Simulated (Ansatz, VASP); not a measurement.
**LiCl: VASP beside Ansatz**

POSCAR

```
LiCl
1.0
    0.0000000000      2.4365220000      2.6288790000
    2.4365220000      0.0000000000      2.6288790000
    2.4365220000      2.4365220000      0.0000000000
Li Cl
1 1
Direct
    0.0000000000      0.0000000000      0.0000000000
    0.5000000000      0.5000000000      0.5000000000
```

File INCAR.step1:

```
PREC = Accurate ; ENCUT = 520
ISMEAR = 0 ; SIGMA = 0.05
LREAL = False ; LASPH = True
NELM = 100 ; NBANDS = 12
GGA = PE ; ALGO = Normal
EDIFF = 1E-4 ; LWAVE = True
LCHARG = False
```

The input INCAR.step2:

```
PREC = Accurate ; ENCUT = 520
EDIFF = 1E-6 ; ISMEAR = 0
SIGMA = 0.05 ; LREAL = False
LASPH = True ; NELM = 100
ALGO = Normal ; ISIF = 2
LWAVE = False ; LCHARG = False
METAGGA = R2SCAN ; LMIXTAU = True
NBANDS = 12 ; ISTART = 1
```

Contents of KPOINTS:

```
regular mesh
0
Gamma
  8 8 8
```

Input for Ansatz:

```yaml
crystal:
  lattice:
    - [0.0, 2.436522, 2.628879]
    - [2.436522, 0.0, 2.628879]
    - [2.436522, 2.436522, 0.0]
  atoms:
    - { symbol: Li, position: [0.0, 0.0, 0.0] }
    - { symbol: Cl, position: [0.5, 0.5, 0.5] }
basis:
  ecutwfc: 500
kpoints:
  mp_grid: { grid: [8, 8, 8] }
hamiltonian:
  xc: r2scan
scf:
  occupations: { method: gaussian, width: 0.05 }
output:
  forces: true
  stress: true
  eigenvalues: true
```

Change from the starting cell: strain -0.050 along x and y, +0.025 along z, atoms carried along.

Alike in both runs: task single point; functional r2SCAN; k mesh 8 × 8 × 8; occupations gaussian, width 0.05 eV; no spin polarisation.

```csv
,VASP,Ansatz
version,VASP 6.6.1,Ansatz 0.2.0
potentials or method,"VASP PAW PBE potentials, release 64 (Li_sv, Cl), cutoff 520 eV","scalar-relativistic, plane waves, PAW"
valence electrons in the cell,10,10
```

VASP gave:

```
gap on the k mesh at the Fermi level (eV) : 7.48
least direct gap on the mesh (eV)         : 7.71
```

**Question.** What did Ansatz give for the same quantities?

**Answer.** gap on the k mesh at the Fermi level (eV): 7.47; least direct gap on the mesh (eV): 7.62.

VASP's potentials were made for PBE, not for r2SCAN. With one functional, cell and mesh, what is left measures potentials, basis and numerics.

Noted on VASP's run: the cutoff is under 1.25 times that of the potentials, so the pressure is a little rough.
